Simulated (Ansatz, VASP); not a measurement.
## Ga: VASP beside Ansatz

```xyz
2
Lattice="0.0000 3.1011 3.1011 3.1011 0.0000 3.1011 3.1011 3.1011 0.0000" Properties=species:S:1:pos:R:3 pbc="T T T"
Ga    0.7753    0.7753    0.7753
Ga    5.4269    5.4269    5.4269
```

Alike in both runs: task single point; functional BLYP; k mesh 10 × 10 × 10; occupations fermi-dirac, width 0.1 eV; no spin polarisation.

```csv
,VASP,Ansatz
version,VASP 6.6.1,Ansatz 0.2.0
potentials or method,"VASP PAW PBE potentials, release 64 (Ga_d), cutoff 520 eV","plane waves (420 eV) with PAW, scalar-relativistic"
valence electrons in the cell,26,26
```

```tsv
	VASP	Ansatz	Ansatz less VASP
pressure (GPa)	-1.5	-1.5	-0.04
```

VASP's potentials were made for PBE, not for BLYP. With one functional, cell and mesh, what is left measures potentials, basis and numerics.
